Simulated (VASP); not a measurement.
SbBr:

```
Sb Br
1.0
     4.56051    0.00000    0.00000
     0.00000    4.56051    0.00000
     0.00000    0.00000    5.76260
Sb Br
2 2
Direct
  0.00000 0.50000 0.23510
  0.50000 0.00000 0.76490
  0.00000 0.00000 0.00000
  0.50000 0.50000 0.00000
```

| Quantity | Value |
| --- | --- |
| Program | VASP 6.6.1 |
| Task | relaxation of cell and atoms |
| Functional | PBE |
| Potentials or basis | VASP PAW PBE potentials, release 64 (Sb, Br) |
| Cutoff | 600 eV |
| k mesh | 4 × 4 × 4 |
| Occupations | gaussian, width 0.1 eV |
| Spin | no spin polarisation |

At the start: pressure 18.3 GPa; volume 29.96 Å³/atom.

Q: Where does the relaxation end?

A: Over 35 steps the energy falls by 1021.2 meV/atom and the volume is 31.76 Å³/atom (+6.0 %); space group P4/mmm (No. 123, to 0.05 Å).

The path:
```csv
step,energy change (eV),largest force (eV/Å),pressure (GPa),volume (Å³)
1,0.0000,3.7934,18.30,119.85
2,-2.0216,0.6873,-3.35,188.87
3,-2.3854,0.0279,-0.41,161.23
4,-2.3857,0.0203,-0.61,162.44
5,-2.4915,0.0345,-0.67,160.20
6,-2.7540,0.0438,-0.75,152.43
7,-3.2954,0.2735,-1.08,131.83
8,51.6401,0.8958,279.88,68.26
9,-3.3407,0.2414,-0.88,131.03
10,-2.1447,0.4573,9.93,103.46
11,-3.5512,0.3357,-0.68,125.50
12,-3.5520,0.4509,1.72,115.04
13,-3.6415,0.3956,-0.10,121.29
14,-3.6490,0.4254,0.27,119.58
15,-3.6992,0.5050,-0.08,121.32
16,-3.7186,0.4670,-0.62,123.61
17,-3.7206,0.4795,-0.50,123.04
18,-3.7358,0.4654,-0.49,123.18
19,-3.7789,0.4281,-0.46,123.58
20,-3.8552,0.3719,-0.44,124.38
21,-3.9685,0.2362,-0.53,125.99
22,-4.0119,0.0348,-1.22,129.26
23,-4.0342,0.0431,1.79,122.76
24,-4.0773,0.0530,0.24,125.65
25,-4.0773,0.0531,0.27,125.58
26,-4.0796,0.0516,-0.08,127.00
27,-4.0796,0.0516,-0.07,127.04
28,-4.0800,0.0482,0.05,126.82
29,-4.0800,0.0477,0.06,126.79
30,-4.0804,0.0462,0.05,126.84
31,-4.0814,0.0404,0.01,127.00
32,-4.0830,0.0293,-0.06,127.31
33,-4.0840,0.0063,-0.20,127.93
34,-4.0845,0.0027,-0.13,127.63
35,-4.0849,0.0039,0.01,127.05
```

Final structure:
```yaml
crystal:
  lattice:
    - [5.97368, 0.00000, 0.00000]
    - [0.00000, 5.97368, 0.00000]
    - [0.00000, 0.00000, 3.56034]
  atoms:
    - { symbol: Sb, position: [0.00000, 0.50000, 0.00226] }
    - { symbol: Sb, position: [0.50000, 0.00000, 0.99774] }
    - { symbol: Br, position: [0.00000, 0.00000, 0.00000] }
    - { symbol: Br, position: [0.50000, 0.50000, 0.00000] }
```

Caveat: this functional lacks dispersion, which binds the layers, so the pressure and a relaxed spacing across them are unreliable.
